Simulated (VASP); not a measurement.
Input of a VASP 6.6.1 run:

POSCAR

```
GaAs
1.0
    0.0000000000      2.7752535913      2.7752535913
    2.7752535913      0.0000000000      2.7752535913
    2.7752535913      2.7752535913      0.0000000000
Ga As
1 1
Direct
    0.0000000000      0.0000000000      0.0000000000
    0.2500000000      0.2500000000      0.2500000000
```

File INCAR.step1:

```
SYSTEM = GaAs
PREC = Accurate
ENCUT = 520
ISMEAR = -1
SIGMA = 0.08
LREAL = .False.
LASPH = .True.
NELM = 60
NBANDS = 16
GGA = PE
ALGO = Normal
EDIFF = 1E-4
LWAVE = .True.
LCHARG = .False.
```

File INCAR.step2:

```
SYSTEM = GaAs
PREC = Accurate
ENCUT = 520
EDIFF = 1E-6
ISMEAR = -1
SIGMA = 0.08
LREAL = .False.
LASPH = .True.
NELM = 60
ALGO = Normal
ISIF = 2
LWAVE = .False.
LCHARG = .False.
METAGGA = R2SCAN
LMIXTAU = .True.
NBANDS = 16
ISTART = 1
```

Contents of KPOINTS:

```
Automatic mesh
0
Gamma
  11 11 11
  0 0 0
```

Potentials or basis: VASP PAW PBE potentials, release 64 (Ga_d, As).

The run is started by

```console
$ cat potpaw_PBE.64/Ga_d/POTCAR potpaw_PBE.64/As/POTCAR > POTCAR
$ cp INCAR.step1 INCAR
$ mpirun -np 1 vasp_std > vasp.out
$ cp INCAR.step2 INCAR
$ mpirun -np 1 vasp_std > vasp.out
```

**Question.** What does it give for the pressure?

**Answer.** 5.3 GPa.

**Question.** Estimate the band gap on the k mesh.

**Answer.** 1.45 eV.

Caveat: the cell stands under pressure; the PAW data sets were made with another functional, which shifts forces and pressure a little; an odd mesh through Γ misses points on the zone boundary, where band edges can lie.
